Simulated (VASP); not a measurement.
A run of VASP 6.6.1 is set up as follows.

File INCAR:

```
PREC = Accurate
ENCUT = 520
EDIFF = 1E-6
ISMEAR = 0
SIGMA = 0.1
LREAL = F
LASPH = T
NELM = 60
ALGO = Fast
ISIF = 2
LWAVE = F
LCHARG = T
GGA = PE
LELF = T
LVHAR = T
NBANDS = 26
```

The input KPOINTS:

```
Automatic mesh
0
Gamma
  14 14 12
```

File POSCAR:

```
TaRhN2
1.0
    3.1369005392      0.0000000000      0.0000000000
    0.0000000000      3.1369005392      0.0000000000
    0.0000000000      0.0000000000      4.3121495048
Ta Rh N
1 1 2
Direct
    0.0000000000      0.0000000000      0.0000000000
    0.5000000000      0.5000000000      0.5000000000
    0.0000000000      0.0000000000      0.5000000000
    0.5000000000      0.5000000000      0.0000000000
```

Potentials or basis: VASP PAW PBE potentials, release 64 (Ta_pv, Rh_pv, N).

Command:

```bash
$ cat potpaw_PBE.64/Ta_pv/POTCAR potpaw_PBE.64/Rh_pv/POTCAR potpaw_PBE.64/N/POTCAR > POTCAR
$ mpirun -np 1 vasp_std > vasp.out
```

Estimate the pressure.

0.3 GPa.

Predict the band gap on the k mesh.

zero (bands 18 and 19 overlap by 3.73 eV).

Stress tensor (GPa, compression positive):
```
0.25 0.00 0.00
0.00 0.25 0.00
0.00 0.00 0.50
```

Caveat: spin-orbit coupling is left out, which moves the levels of the heavy elements.
